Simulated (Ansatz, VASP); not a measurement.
**One calculation of W, two programs**

File POSCAR:

```
W
1.0
    0.0000000000      2.0091344358      2.0091344358
    2.0091344358      0.0000000000      2.0091344358
    2.0091344358      2.0091344358      0.0000000000
W
1
Direct
    0.0000000000      0.0000000000      0.0000000000
```

INCAR.step1

```
PREC     = Accurate       # precision mode
ENCUT    = 600            # plane-wave cutoff, eV
ISMEAR   = 0              # smearing method
SIGMA    = 0.1            # smearing width, eV
LREAL    = False          # projectors in reciprocal space
LASPH    = True           # aspherical terms in the spheres
NELM     = 100            # most SCF steps
GGA      = PE             # functional
ALGO     = Normal         # electronic algorithm
EDIFF    = 1E-4           # SCF threshold, eV
LWAVE    = True           # write WAVECAR
LCHARG   = False          # write CHGCAR
```

Contents of INCAR.step2:

```
PREC     = Accurate       # precision mode
ENCUT    = 600            # plane-wave cutoff, eV
EDIFF    = 1E-6           # SCF threshold, eV
ISMEAR   = 0              # smearing method
SIGMA    = 0.1            # smearing width, eV
LREAL    = False          # projectors in reciprocal space
LASPH    = True           # aspherical terms in the spheres
NELM     = 100            # most SCF steps
ALGO     = Normal         # electronic algorithm
ISIF     = 3              # what is computed and relaxed
LWAVE    = False          # write WAVECAR
LCHARG   = False          # write CHGCAR
METAGGA  = R2SCAN         # meta-GGA
LMIXTAU  = True         
IBRION   = 2              # ionic algorithm
NSW      = 100            # ionic steps
EDIFFG   = -0.01          # ionic threshold
ISTART   = 1
```

Contents of KPOINTS:

```
Automatic mesh
0
Gamma
  18 18 18
```

Input for Ansatz:

```yaml
crystal:
  lattice:
    - [0.0, 2.0091344358, 2.0091344358]
    - [2.0091344358, 0.0, 2.0091344358]
    - [2.0091344358, 2.0091344358, 0.0]
  atoms:
    - { symbol: W, position: [0.0, 0.0, 0.0] }
basis:
  ecutwfc: 500
kpoints:
  mp_grid: { grid: [18, 18, 18] }
hamiltonian:
  xc: r2scan
scf:
  occupations: { method: gaussian, width: 0.1 }
output:
  forces: true
  stress: true
  eigenvalues: true
relax:
  adjacent_minimum: "off"
  f_tol: 0.01
  max_steps: 80
  cell: { stress_tol: 0.05 }
```

Alike in both runs: task relaxation of cell and atoms; functional r2SCAN; k mesh 18 × 18 × 18; occupations gaussian, width 0.1 eV; no spin polarisation.

|  | VASP | Ansatz |
| --- | --- | --- |
| version | VASP 6.6.1 | Ansatz 0.2.0 |
| potentials or method | VASP PAW PBE potentials, release 64 (W_sv), cutoff 600 eV | scalar-relativistic, plane waves, PAW |
| valence electrons in the cell | 14 | 14 |

VASP gave:

```
gap on the k mesh at the Fermi level, each at its own relaxed structure (eV) : none
relaxed volume (Å³/atom)                                                     : 16.26
relaxed cell length with the largest relative difference (Å)                 : 2.844
```

Q: Estimate Ansatz's values.

A: gap on the k mesh at the Fermi level, each at its own relaxed structure (eV): none; relaxed volume (Å³/atom): 16.21; relaxed cell length with the largest relative difference (Å): 2.841.

VASP's potentials were made for PBE, not for r2SCAN. A gap of «none» marks a metal or a gap that the smearing closes.

Neither program's run includes spin-orbit coupling.
